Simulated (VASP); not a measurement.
Input of a VASP 6.6.1 run:

Contents of POSCAR:

```
CdSe
1.0
    0.0000000000      3.0702711986      3.0702711986
    3.0702711986      0.0000000000      3.0702711986
    3.0702711986      3.0702711986      0.0000000000
Cd Se
1 1
Direct
    0.0000000000      0.0000000000      0.0000000000
    0.2500000000      0.2500000000      0.2500000000
```

Contents of INCAR.step1:

```
  PREC = Accurate
  ENCUT = 520
  EDIFF = 1E-5
  ISMEAR = -1
  SIGMA = 0.05
  LREAL = False
  LASPH = True
  NELM = 80
  ALGO = Normal
  ISIF = 2
  LWAVE = True
  LCHARG = False
  GGA = PE
  NBANDS = 16
```

Contents of INCAR.step2:

```
  PREC = Accurate
  ENCUT = 520
  EDIFF = 1E-7
  ISMEAR = -1
  SIGMA = 0.05
  LREAL = False
  LASPH = True
  NELM = 80
  ALGO = Normal
  ISIF = 2
  LWAVE = False
  LCHARG = False
  METAGGA = R2SCAN
  LHFCALC = True
  AEXX = 0.1
  LMIXTAU = True
  PRECFOCK = Normal
  ISTART = 1
  NBANDS = 16
```

KPOINTS

```
regular mesh
0
Gamma
  4 4 4
```

Potentials or basis: VASP PAW PBE potentials, release 64 (Cd, Se).

The run is started by

```sh
$ cat potpaw_PBE.64/Cd/POTCAR potpaw_PBE.64/Se/POTCAR > POTCAR
$ cp INCAR.step1 INCAR
$ mpirun -np 1 vasp_std > vasp.out
$ cp INCAR.step2 INCAR
$ mpirun -np 1 vasp_std > vasp.out
```

(1) What does it give for the pressure?

(2) Estimate the band gap on the k mesh.

## Answers

(1) -0.1 GPa.

(2) 1.58 eV.

Caveat: the k points lie up to 0.44 Å⁻¹ apart; the PAW data sets were made with another functional, which shifts forces and pressure a little.
